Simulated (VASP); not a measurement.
Wanted: the native input for a VASP 6.6.1 run.

| Property | Result |
| --- | --- |
| Task | single point |
| Functional | PBEsol-based screened hybrid |
| Potentials or basis | VASP PAW PBE potentials, release 64 (Fe) |
| Cutoff | 520 eV |
| k mesh | 7 × 7 × 7 |
| Occupations | fermi-dirac, width 0.05 eV |
| Spin | collinear spin, ferromagnetic start |
| Starting moments | [3.0] μB |
| Dipole correction | no |
| Grid for exact exchange (PRECFOCK) | Normal |
| Share of exact exchange | 0.25 |
| Further INCAR settings | ALGO = Normal; EDIFF = 1e-07; NBANDS = 14 |
| Screening parameter | 0.207 1/Å |

Fe:

```xyz
1
Lattice="0.0000 2.0024 2.0024 1.4886 0.0000 2.0024 1.4886 2.0024 0.0000" Properties=species:S:1:pos:R:3 pbc="T T T"
Fe    0.0000    0.0000    0.0000
```

These files were run (other wordings do the same):

POSCAR

```
Fe
1.0
    0.0000000000      2.0023869371      2.0023876951
    1.4885744667      0.0000000000      2.0023876951
    1.4885744667      2.0023869371      0.0000000000
Fe
1
Direct
    0.0000000000      0.0000000000      0.0000000000
```

INCAR.step1

```
SYSTEM = Fe
  PREC = Accurate
  ENCUT = 520
  EDIFF = 1E-5
  ISMEAR = -1
  SIGMA = 0.05
  LREAL = .FALSE.
  LASPH = .TRUE.
  NELM = 150
  ALGO = Normal
  ISIF = 2
  LWAVE = .TRUE.
  LCHARG = .FALSE.
  ISPIN = 2
  MAGMOM = 3
  LORBIT = 11
  LMAXMIX = 4
  NBANDS = 14
  GGA = PE
```

INCAR.step2

```
SYSTEM = Fe
  PREC = Accurate
  ENCUT = 520
  EDIFF = 1E-7
  ISMEAR = -1
  SIGMA = 0.05
  LREAL = .FALSE.
  LASPH = .TRUE.
  NELM = 150
  ALGO = Normal
  ISIF = 2
  LWAVE = .FALSE.
  LCHARG = .FALSE.
  ISPIN = 2
  MAGMOM = 3
  LORBIT = 11
  LMAXMIX = 4
  GGA = PS
  LHFCALC = .TRUE.
  AEXX = 0.25
  HFSCREEN = 0.207
  PRECFOCK = Normal
  NBANDS = 14
  ISTART = 1
```

KPOINTS

```
regular mesh
0
G
  7 7 7
  0 0 0
```

Potentials or basis: VASP PAW PBE potentials, release 64 (Fe).

Run with:

```bash
$ cat potpaw_PBE.64/Fe/POTCAR > POTCAR
$ cp INCAR.step1 INCAR
$ mpirun -np 1 vasp_std > vasp.out
$ cp INCAR.step2 INCAR
$ mpirun -np 1 vasp_std > vasp.out
```

It gave:

| Property | Result |
| --- | --- |
| Pressure | 0.5 GPa |
| Net moment | 2.87 μB per cell |
| Site moments | Fe +2.92 μB |
| Valence electrons inside the program's atomic spheres | Fe 7.20 |

Caveat: the k points lie up to 0.44 Å⁻¹ apart; the PAW data sets were made with another functional, which shifts forces and pressure a little.

Run time: 32 min on 1 thread of Intel(R) Xeon(R) Platinum 8488C (Sapphire Rapids) (shared host), peak memory 0.25 GiB.
